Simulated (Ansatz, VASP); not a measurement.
## One calculation of WS2, two programs

```xyz
6
Lattice="3.1542 0.0000 0.0000 -1.5771 2.7316 0.0000 0.0000 0.0000 12.1399" Properties=species:S:1:pos:R:3 pbc="T T T"
W     0.0000    1.8211    3.0350
W     1.5771    0.9105    9.1049
S     0.0000    1.8211    7.7302
S     1.5771    0.9105    1.4603
S     0.0000    1.8211   10.6796
S     1.5771    0.9105    4.6097
```

Alike in both runs: task single point; functional PBE; dispersion D3(BJ); k mesh 12 × 12 × 4; occupations gaussian, width 0.05 eV; no spin polarisation.

|  | VASP | Ansatz |
| --- | --- | --- |
| version | VASP 6.6.1 | Ansatz 0.2.0 |
| potentials or method | VASP PAW PBE potentials, release 64 (W_sv, S), cutoff 520 eV | scalar-relativistic, plane waves, PAW |
| valence electrons in the cell | 52 | 52 |

```csv
,VASP,Ansatz,Ansatz less VASP
gap on the k mesh at the Fermi level (eV),0.50,0.48,-0.025
least direct gap on the mesh (eV),1.36,1.35,-0.009
pressure (GPa),6.5,6.6,+0.04
"traceless stress, the component that is largest in VASP (GPa)",3.44,3.44,+0.004
rms of the force components (eV/Å),1.414,1.414,0.0000
```

Atom by atom the forces differ by 0.001 eV/Å (rms over components).

Neither program's run includes spin-orbit coupling.
